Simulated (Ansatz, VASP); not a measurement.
# Two plane-wave programs on BaTiO3

```xyz
5
Lattice="4.0452 0.0000 0.0000 0.0000 4.0452 0.0000 0.0000 0.0000 4.1057" Properties=species:S:1:pos:R:3 pbc="T T T"
Ba    2.0226    2.0226    2.4067
Ti    0.0000    0.0000    0.4220
O     0.0000    2.0226    0.2566
O     2.0226    0.0000    0.2566
O     0.0000    0.0000    2.2418
```

Alike in both runs: task single point; functional PBE; k mesh 8 × 8 × 6; occupations gaussian, width 0.02 eV; no spin polarisation.

|  | VASP | Ansatz |
| --- | --- | --- |
| version | VASP 6.6.1 | Ansatz 0.2.0 |
| potentials or method | VASP PAW PBE potentials, release 64 (Ba_sv, Ti_sv, O_h), cutoff 910 eV | scalar-relativistic, plane waves, PAW |
| valence electrons in the cell | 40 | 40 |

```csv
,VASP,Ansatz,Ansatz less VASP
gap on the k mesh at the Fermi level (eV),1.75,1.81,+0.056
least direct gap on the mesh (eV),2.21,2.24,+0.031
rms of the force components (eV/Å),0.020,0.000,-0.0199
```

Atom by atom the forces differ by 0.020 eV/Å (rms over components).

Spin-orbit coupling is off throughout. Noted on VASP's run: the cutoff is under 1.25 times that of the potentials, so the pressure is a little rough.
